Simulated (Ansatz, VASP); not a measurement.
# Nb2WSe5: VASP beside Ansatz

```
CELL_PARAMETERS angstrom
1.70694 -7.47734 0.00000
1.70694 7.47734 0.00000
0.00000 0.00000 16.24986
ATOMIC_POSITIONS crystal
Nb 0.23562 0.76438 0.11316
Nb 0.23562 0.76438 0.38684
Nb 0.76438 0.23562 0.61316
Nb 0.76438 0.23562 0.88684
W 0.73529 0.26471 0.25000
W 0.26471 0.73529 0.75000
Se 0.60931 0.39069 0.14288
Se 0.60931 0.39069 0.35712
Se 0.35710 0.64290 0.25000
Se 0.84345 0.15655 0.46330
Se 0.84345 0.15655 0.03670
Se 0.39069 0.60931 0.64288
Se 0.39069 0.60931 0.85712
Se 0.64290 0.35710 0.75000
Se 0.15655 0.84345 0.53670
Se 0.15655 0.84345 0.96330
```

Alike in both runs: functional PBE; k mesh 4 × 4 × 1; occupations gaussian, width 0.15 eV; no spin polarisation.

Ansatz relaxed the structure, and its values are those at the end. VASP's run is a single point on that final structure, the one shown.

```csv
,VASP,Ansatz
version,VASP 6.6.1,Ansatz 0.2.0
potentials or method,"VASP PAW PBE potentials, release 64 (Nb_sv, W_sv, Se), cutoff 520 eV","scalar-relativistic, plane waves, PAW"
valence electrons in the cell,140,240
```

|  | VASP | Ansatz | Ansatz less VASP |
| --- | --- | --- | --- |
| gap on the k mesh at the Fermi level (eV) | none | none | - |
| pressure (GPa) | 0.1 | 0.0 | -0.05 |
| rms of the force components (eV/Å) | 0.024 | 0.016 | -0.0074 |

A gap of «none» marks a metal or a gap that the smearing closes. The functional is the same, so the differences come from potentials, cutoffs and numerics. VASP's potentials hold 140 valence electrons a cell and Ansatz's 240, so a difference there can come from the potentials and not from the codes.

The k mesh is coarse, so the values compare programs but aren't converged. Neither program's run includes spin-orbit coupling.
